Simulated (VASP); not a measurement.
# Sc (I4/mmm) in VASP: single point with r2SCAN

Aim: the single point of Sc with r2SCAN.

All numbers are computed with VASP 6.6.1; they aren't measurements. Logs are shortened: lines on timing, memory, paths and dates and some standing lists are left out, and cuts for length are marked.

## (1) The cell of the first run

Symmetry: I4/mmm, No. 139, tetragonal system. The conventional cell has a = 3.211 Å, b = 3.211 Å, c = 4.677 Å, α = 90.00°, β = 90.00°, γ = 90.00°. Sc (site symmetry 4/mmm) has 12 Sc at 3.21 to 3.26 Å within 4.2 Å.

## (2) Single point, r2SCAN (strain +0.000 along x and y, +0.030 along z)

Input file POSCAR:

```
Sc
1.0
    0.0000000000      2.2705000000      2.3386150000
    2.2705000000      0.0000000000      2.3386150000
    2.2705000000      2.2705000000      0.0000000000
Sc
1
Direct
    0.0000000000      0.0000000000      0.0000000000
```

Input file INCAR.step1:

```
SYSTEM = Sc
ALGO = Normal
EDIFF = 1E-4
ENCUT = 520
GGA = PE
ISMEAR = 0
LASPH = .True.
LCHARG = .False.
LREAL = .False.
LWAVE = .True.
NBANDS = 12
NELM = 60
PREC = Accurate
SIGMA = 0.15
```

Input file INCAR.step2:

```
SYSTEM = Sc
ALGO = Normal
EDIFF = 1E-6
ENCUT = 520
ISIF = 2
ISMEAR = 0
ISTART = 1
LASPH = .True.
LCHARG = .False.
LMIXTAU = .True.
LREAL = .False.
LWAVE = .False.
METAGGA = R2SCAN
NBANDS = 12
NELM = 60
PREC = Accurate
SIGMA = 0.15
```

Input file KPOINTS:

```
k-points
0
Gamma
  18 18 18
  0 0 0
```

Potentials or basis: VASP PAW PBE potentials, release 64 (Sc_sv).

The run is started by

```sh
$ cat potpaw_PBE.64/Sc_sv/POTCAR > POTCAR
$ cp INCAR.step1 INCAR
$ mpirun -np 1 vasp_std > vasp.out
$ cp INCAR.step2 INCAR
$ mpirun -np 1 vasp_std > vasp.out
```

OUTCAR:

```text
SYSTEM = Sc
   EDIFF = 1E-6
   ENCUT = 520
   ISIF = 2
   ISMEAR = 0
   ISTART = 1
   LASPH = .True.
   LREAL = .False.
   METAGGA = R2SCAN
   NELM = 60
   PREC = Accurate

 ion  position               nearest neighbor table
   1  0.000  0.000  0.000-

  LATTYP: Found a body centered tetragonal cell.
 ALAT       =     3.2109718934
 C/A-ratio  =     1.4566399692

  Lattice vectors:

 A1 = (  -2.2705000000,   0.0000000000,   2.3386150000)
 A2 = (   2.2705000000,   0.0000000000,   2.3386150000)
 A3 = (   0.0000000000,   2.2705000000,  -2.3386150000)

Analysis of symmetry for initial positions (statically):
=====================================================================
 Subroutine PRICEL returns:
 Original cell was already a primitive cell.

 Routine SETGRP: Setting up the symmetry group for a
 body centered tetragonal supercell.

 Subroutine GETGRP returns: Found 16 space group operations
 (whereof 16 operations were pure point group operations)
 out of a pool of 16 trial point group operations.

The static configuration has the point symmetry D_4h.

Analysis of symmetry for dynamics (positions and initial velocities):
=====================================================================
 Subroutine PRICEL returns:
 Original cell was already a primitive cell.

 Routine SETGRP: Setting up the symmetry group for a
 body centered tetragonal supercell.

 Subroutine GETGRP returns: Found 16 space group operations
 (whereof 16 operations were pure point group operations)
 out of a pool of 16 trial point group operations.

The dynamic configuration has the point symmetry D_4h.

 Subroutine INISYM returns: Found 16 space group operations
 (whereof 16 operations are pure point group operations),
 and found     1 'primitive' translations

----------------------------------------------------------------------------------------

                                     Primitive cell

  volume of cell :      24.1119

  direct lattice vectors                    reciprocal lattice vectors
     0.000000000  2.270500000  2.338615000    -0.220215811  0.220215811  0.213801759
     2.270500000  0.000000000  2.338615000     0.220215811 -0.220215811  0.213801759
     2.270500000  2.270500000  0.000000000     0.220215811  0.220215811 -0.213801759

  length of vectors
     3.259492348  3.259492348  3.210971893     0.377758123  0.377758123  0.377758123

  position of ions in fractional coordinates (direct lattice)
     0.000000000  0.000000000  0.000000000

  ion indices of the primitive-cell ions
   primitive index   ion index
                 1           1

----------------------------------------------------------------------------------------

 KPOINTS: k-points

Automatic generation of k-mesh.
 Grid dimensions read from file:
 generate k-points for:   18   18   18

 Generating k-lattice:

  Cartesian coordinates                     Fractional coordinates (reciprocal lattice)
    -0.012234212  0.012234212  0.011877875     0.055555556  0.000000000  0.000000000
     0.012234212 -0.012234212  0.011877875     0.000000000  0.055555556  0.000000000
     0.012234212  0.012234212 -0.011877875     0.000000000  0.000000000  0.055555556

  Length of vectors
     0.020986562  0.020986562  0.020986562

  Shift w.r.t. Gamma in fractional coordinates (k-lattice)
     0.000000000  0.000000000  0.000000000

 Subroutine IBZKPT returns following result:
 ===========================================

 Found    480 irreducible k-points:

 Following reciprocal coordinates:
            Coordinates               Weight
  0.000000  0.000000  0.000000      1.000000
  0.055556  0.000000  0.000000      8.000000
  0.111111  0.000000  0.000000      8.000000
  0.166667  0.000000  0.000000      8.000000
  0.222222  0.000000  0.000000      8.000000
  0.277778  0.000000  0.000000      8.000000
[... 16 lines left out ...]
 -0.277778  0.055556  0.000000      8.000000
 -0.222222  0.055556  0.000000      8.000000
 [... further k-points ...]
   k-points           NKPTS =    480   k-points in BZ     NKDIM =    480   number of bands    NBANDS=     12
   number of dos      NEDOS =    301   number of ions     NIONS =      1
   total plane-waves  NPLWV =  13824
   dimension x,y,z NGX =    24 NGY =   24 NGZ =   24
   dimension x,y,z NGXF=    48 NGYF=   48 NGZF=   48
   ions per type =               1
   NGX,Y,Z   is equivalent  to a cutoff of  12.24, 12.24, 12.43 a.u.
   NGXF,Y,Z  is equivalent  to a cutoff of  24.48, 24.48, 24.85 a.u.
 SYSTEM =  Sc
   PREC   = accura    normal or accurate (medium, high low for compatibility)
   ISTART =      1    job   : 0-new  1-cont  2-samecut
   ICHARG =      0    charge: 1-file 2-atom 10-const
   ISPIN  =      1    spin polarized calculation?
   LNONCOLLINEAR =      F non collinear calculations
   LSORBIT =      F    spin-orbit coupling
   LASPH  =      T    aspherical Exc in radial PAW
   ENCUT  =  520.0 eV  38.22 Ry    6.18 a.u.   6.06  6.06  5.97*2*pi/ulx,y,z
   NELM   =     60;   NELMIN=  2; NELMDL=  0     # of ELM steps
   EDIFF  = 0.1E-05   stopping-criterion for ELM
   LREAL  =      F    real-space projection
   EDIFFG = 0.1E-04   stopping-criterion for IOM
   NSW    =      0    number of steps for IOM
   IBRION =     -1    ionic relax: 0-MD 1-quasi-New 2-CG
   NFREE  =      0    steps in history (QN), initial steepest desc. (CG)
   ISIF   =      2    stress and relaxation
   ISYM   =      2    0-nonsym 1-usesym 2-fastsym
   POTIM  = 0.5000    time-step for ionic-motion
   TEBEG  =    0.0;   TEEND  =   0.0 temperature during run
   PSTRESS=    0.0 pullay stress
   NELECT =      11.0000    total number of electrons
   NUPDOWN=      -1.0000    fix difference up-down
   EMIN   =  10.00;   EMAX   =-10.00  energy-range for DOS
   EFERMI =   0.00;   METHOD = LEGACY
   ISMEAR =     0;   SIGMA  =   0.15  broadening in eV -4-tet -1-fermi 0-gaus
   EFERMI_NEDOS =   21; number of points for ismear=-14 and -15
   IALGO  =     38    algorithm
   IMIX   =      4    mixing-type and parameters
     AMIX     =   0.40;   BMIX     =  1.00
     AMIX_MAG =   1.60;   BMIX_MAG =  1.00
  volume/ion in A,a.u.               =      24.11       162.72
  Fermi-wavevector in a.u.,A,eV,Ry     =   1.260265  2.381555 21.609690  1.588267
  Thomas-Fermi vector in A             =   2.393783
   LORBIT       =      0    0 simple, 1 ext, 2 COOP (PROOUT), +10 PAW based schemes
   METAGGA = R2SCAN    functional components
   LHFCALC =     F    Hartree Fock is set to
   AEXX    =    0.0000 exact exchange contribution
   IVDW    =     0    specifies the selected vdW correction
   LEPSILON=     F    determine dielectric tensor
   LRPA    =     F    only Hartree local field effects (RPA)
 non-spin polarized calculation
 Gauss-broadening in eV      SIGMA  =   0.15
  energy-cutoff  :      520.00
  volume of cell :       24.11
 maximum number of plane-waves:       662
   NGX = 13   NGY = 13   NGZ = 11

 number of electron      10.9999997 magnetization

 Free energy of the ion-electron system (eV)
  ---------------------------------------------------
  ext. energy  EPLUGINS =         0.00000000
  ---------------------------------------------------
  free energy    TOTEN  =       -11.29936005 eV

  energy without entropy =      -11.27786425  energy(sigma->0) =      -11.28861215

 E-fermi :   3.9139     XC(G=0): -10.7073

 val. band max:        3.9136716620   @ k =   0.4444   0.2778   0.0556
 cond. band min:       3.9139979664   @ k =  -0.2778   0.1667   0.4444
 fundamental gap:      0.0003263044
 Fermi energy:         3.9139083064

 k-point     1 :       0.0000    0.0000    0.0000
  band No.  band energies     occupation
      1     -47.5772      2.00000
      2     -25.0006      2.00000
      3     -25.0006      2.00000
      4     -24.9922      2.00000
      5      -1.7008      2.00000
      6       5.6234      0.00000
      7       5.8098      0.00000
      8       5.8098      0.00000
      9       7.1338      0.00000
     10       7.3535      0.00000
     11      17.0242      0.00000
     12      20.4560      0.00000

 k-point     2 :       0.0556    0.0000    0.0000
  band No.  band energies     occupation
      1     -47.5751      2.00000
      2     -25.0129      2.00000
      3     -25.0020      2.00000
      4     -24.9958      2.00000
      5      -1.6166      2.00000
      6       5.6129      0.00000
      7       5.7834      0.00000
      8       5.8415      0.00000
      9       7.1132      0.00000
     10       7.3268      0.00000
     11      17.1037      0.00000
     12      20.0114      0.00000

 k-point     3 :       0.1111    0.0000    0.0000
  band No.  band energies     occupation
      1     -47.5692      2.00000
      2     -25.0521      2.00000
      3     -25.0063      2.00000
      4     -25.0022      2.00000
      5      -1.3685      2.00000
      6       5.4771      0.00000
      7       5.8101      0.00000
      8       5.9257      0.00000
      9       7.0696      0.00000
     10       7.2625      0.00000
     11      17.2434      0.00000
     12      18.7841      0.00000
[... 286 lines left out ...]
 k-point    23 :      -0.2778    0.0556    0.0000
  band No.  band energies     occupation
      1     -47.5317      2.00000
      2     -25.2917      2.00000
      3     -25.0496      2.00000
      4     -25.0275      2.00000
      5       0.4723      2.00000
      6       4.4951      0.00000
      7       5.7422      0.00000
      8       6.0423      0.00000
      9       7.2826      0.00000
     10       7.6952      0.00000
     11      13.9691      0.00000
     12      17.2395      0.00000

 k-point    24 :      -0.2222    0.0556    0.0000
  band No.  band energies     occupation
      1     -47.5433      2.00000
      2     -25.2182      2.00000
      3     -25.0374      2.00000
      4     -25.0188      2.00000
      5      -0.1643      2.00000
      6       4.7792      0.00000
      7       5.8365      0.00000
      8       6.1228      0.00000
      9       7.0716      0.00000
     10       7.4336      0.00000
     11      15.2202      0.00000
     12      17.5700      0.00000

 [... further k-points ...]

------------------------ aborting loop because EDIFF is reached ----------------------------------------

  FORCE on cell =-STRESS in cart. coord.  units (eV):
  Direction    XX          YY          ZZ          XY          YZ          ZX
  --------------------------------------------------------------------------------------
  -------------------------------------------------------------------------------------
  Total        0.3929244      0.3929244      0.3239706      0.0000000      0.0000000     -0.0000000
  in kB       26.1088566     26.1088566     21.5270462      0.0000000      0.0000000     -0.0000000
  external PRESSURE =      24.5815865 kB  Pullay stress =       0.0000000 kB

 VOLUME and BASIS-vectors are now :
 -----------------------------------------------------------------------------
  energy-cutoff  :      520.00
  volume of cell :       24.11
      direct lattice vectors                 reciprocal lattice vectors
     0.000000000  2.270500000  2.338615000    -0.220215811  0.220215811  0.213801759
     2.270500000  0.000000000  2.338615000     0.220215811 -0.220215811  0.213801759
     2.270500000  2.270500000  0.000000000     0.220215811  0.220215811 -0.213801759

 POSITION                                       TOTAL-FORCE (eV/Angst)
 -----------------------------------------------------------------------------------
      0.00000      0.00000      0.00000         0.000000      0.000000      0.000000
 -----------------------------------------------------------------------------------
    total drift:                                0.000000      0.000000     -0.000000

  FREE ENERGIE OF THE ION-ELECTRON SYSTEM (eV)
  ---------------------------------------------------
  free  energy   TOTEN  =       -11.2993600519 eV

  energy  without entropy=      -11.2778642472  energy(sigma->0) =      -11.28861215
```

Wall time 6.1 min (1 thread of Intel Xeon 8259CL, shared host); peak memory 0.25 GiB.

Results:

* Free energy: -11.2994 eV
* Pressure: 2.5 GPa
* Band gap on the k mesh: zero (an odd number of electrons rules out a gap without spin polarisation)

Caveat: the cell differs from its parent crystal (strain +0.000 along x and y, +0.030 along z); the PAW data sets were made with another functional, which shifts forces and pressure a little.
